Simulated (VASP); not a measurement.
Input of a VASP 6.6.1 run:

INCAR

```
PREC = Accurate
ENCUT = 500
EDIFF = 1E-6
ISMEAR = -1
SIGMA = 0.03
LREAL = False
LASPH = True
NELM = 120
ALGO = Normal
ISIF = 2
LWAVE = False
LCHARG = False
GGA = PE
NBANDS = 16
GGA_COMPAT = False
```

Contents of KPOINTS:

```
Automatic mesh
0
Gamma
  5 5 5
```

Contents of POSCAR:

```
NbTe
1.0
    3.4257000000      0.0000000000      0.0000000000
    0.0000000000      3.4257000000      0.0000000000
    0.0000000000      0.0000000000      3.4257000000
Nb Te
1 1
Direct
    0.5000000000      0.5000000000      0.5000000000
    0.0000000000      0.0000000000      0.0000000000
```

Potentials or basis: VASP PAW PBE potentials, release 64 (Nb_sv, Te).

Run with:

```sh
$ cat potpaw_PBE.64/Nb_sv/POTCAR potpaw_PBE.64/Te/POTCAR > POTCAR
$ mpirun -np 1 vasp_std > vasp.out
```

(1) What does it give for the band gap on the k mesh?

(2) Estimate the pressure.

Results:

(1) zero (an odd number of electrons rules out a gap without spin polarisation).

(2) -0.2 GPa.

Caveat: the k points lie up to 0.37 Å⁻¹ apart, too coarse for converged energies and pressures of a metal; spin-orbit coupling is left out, which moves the levels of the heavy elements.
